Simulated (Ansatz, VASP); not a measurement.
**Co in VASP and in Ansatz**

The input INCAR:

```
SYSTEM = Co
ALGO = Normal
EDIFF = 1E-8
ENCUT = 520
GGA = PS
ISIF = 2
ISMEAR = -1
ISPIN = 2
LASPH = .TRUE.
LCHARG = .FALSE.
LEFG = .TRUE.
LMAXMIX = 4
LORBIT = 11
LREAL = .FALSE.
LWAVE = .FALSE.
MAGMOM = 2 2
NBANDS = 20
NELM = 150
PREC = Accurate
SIGMA = 0.05
```

File KPOINTS:

```
k-points
0
G
  19 19 10
  0 0 0
```

File POSCAR:

```
Co
1.0
    2.5273697045      0.0000000000      0.0000000000
   -1.2636848523      2.1887663689      0.0000000000
    0.0000000000      0.0000000000      4.1045914620
Co
2
Direct
    0.3333333333      0.6666666667      0.2500000000
    0.6666666667      0.3333333333      0.7500000000
```

Input for Ansatz:

```yaml
crystal:
  lattice:
    - [2.5273697045, 0.0, 0.0]
    - [-1.2636848523, 2.1887663689, 0.0]
    - [0.0, 0.0, 4.104591462]
  atoms:
    - { symbol: Co, position: [0.3333333333, 0.6666666667, 0.25], spin: 2.0 }
    - { symbol: Co, position: [0.6666666667, 0.3333333333, 0.75], spin: 2.0 }
magnetization:
  spin_polarized: true
kpoints:
  mp_grid: { grid: [19, 19, 10] }
scf:
  occupations: { method: fermi_dirac, width: 0.05 }
hamiltonian:
  xc: pbesol
  pseudopotentials: { kind: all_electron, datasets: crystal }
output:
  forces: true
  stress: true
  eigenvalues: true
  efg: { contact_densities: true }
```

Change from the starting cell: volume scaled by 1.01, crystal datasets.

Alike in both runs: task electric field gradients; functional PBEsol; k mesh 19 × 19 × 10; occupations fermi-dirac, width 0.05 eV; collinear spin.

|  | VASP | Ansatz |
| --- | --- | --- |
| version | VASP 6.6.1 | Ansatz 0.2.0 |
| potentials or method | VASP PAW PBE potentials, release 64 (Co), cutoff 520 eV | all-electron PAW with datasets made for the crystal, scalar-relativistic |

```csv
,VASP,Ansatz,Ansatz less VASP
pressure (GPa),-18.1,-17.8,+0.39
"traceless stress, the component that is largest in VASP (GPa)",-0.92,-0.80,+0.127
net moment per atom (μB),1.64,1.65,+0.011
size of the moment on the site where the two differ most (μB),1.67,1.73,+0.061
size of Vzz on the site where it differs most (V/Å²),2.0,1.8,-0.21
```

VASP's potentials were made for PBE, not for PBEsol. Site moments also hang on the region over which each program counts them. Ansatz ran all-electron here, and VASP with PAW potentials.
